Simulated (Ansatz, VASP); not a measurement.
**SiC in VASP and in Ansatz**

The input INCAR:

```
SYSTEM = SiC
  PREC = Accurate
  ENCUT = 520
  EDIFF = 1E-6
  ISMEAR = 0
  SIGMA = 0.05
  LREAL = .False.
  LASPH = .True.
  NELM = 80
  ALGO = Normal
  ISIF = 2
  LWAVE = .False.
  LCHARG = .False.
  GGA = PE
  NBANDS = 11
```

File KPOINTS:

```
regular mesh
0
Gamma
  12 12 12
  0 0 0
```

File POSCAR:

```
SiC
1.0
    0.0000000000      2.1740000000      2.1740000000
    2.1740000000      0.0000000000      2.1740000000
    2.1740000000      2.1740000000      0.0000000000
Si C
1 1
Direct
    0.0000000000      0.0000000000      0.0000000000
    0.8017479301      0.8017479301      0.6982520699
```

Input for Ansatz:

```yaml
crystal:
  lattice:
    - [0.0, 2.174, 2.174]
    - [2.174, 0.0, 2.174]
    - [2.174, 2.174, 0.0]
  atoms:
    - { symbol: Si, position: [0.0, 0.0, 0.0] }
    - { symbol: C, position: [0.8017479301, 0.8017479301, 0.6982520699] }
basis:
  ecutwfc: 420
kpoints:
  mp_grid: { grid: [12, 12, 12] }
hamiltonian:
  xc: pbe
scf:
  occupations: { method: gaussian, width: 0.05 }
output:
  forces: true
  stress: true
  eigenvalues: true
```

Change from the starting cell: all C atoms moved +0.225 Å, as atom 2 along Cartesian [0 0 1].

Alike in both runs: task single point; functional PBE; k mesh 12 × 12 × 12; occupations gaussian, width 0.05 eV; no spin polarisation.

|  | VASP | Ansatz |
| --- | --- | --- |
| version | VASP 6.6.1 | Ansatz 0.2.0 |
| potentials or method | VASP PAW PBE potentials, release 64 (Si, C), cutoff 520 eV | scalar-relativistic, plane waves, PAW |
| valence electrons in the cell | 8 | 8 |

Ansatz gave:

```
gap on the k mesh at the Fermi level (eV)                     : 0.36
least direct gap on the mesh (eV)                             : 4.03
pressure (GPa)                                                : 10.8
traceless stress, the component that is largest in VASP (GPa) : 16.05
rms of the force components (eV/Å)                            : 2.373
```

Question: Estimate VASP's values.

Answer: gap on the k mesh at the Fermi level (eV): 0.35; least direct gap on the mesh (eV): 4.03; pressure (GPa): 10.7; traceless stress, the component that is largest in VASP (GPa): 16.02; rms of the force components (eV/Å): 2.373.

Atom by atom the forces differ by 0.000 eV/Å (rms over components). With one functional, cell and mesh, what is left measures potentials, basis and numerics.
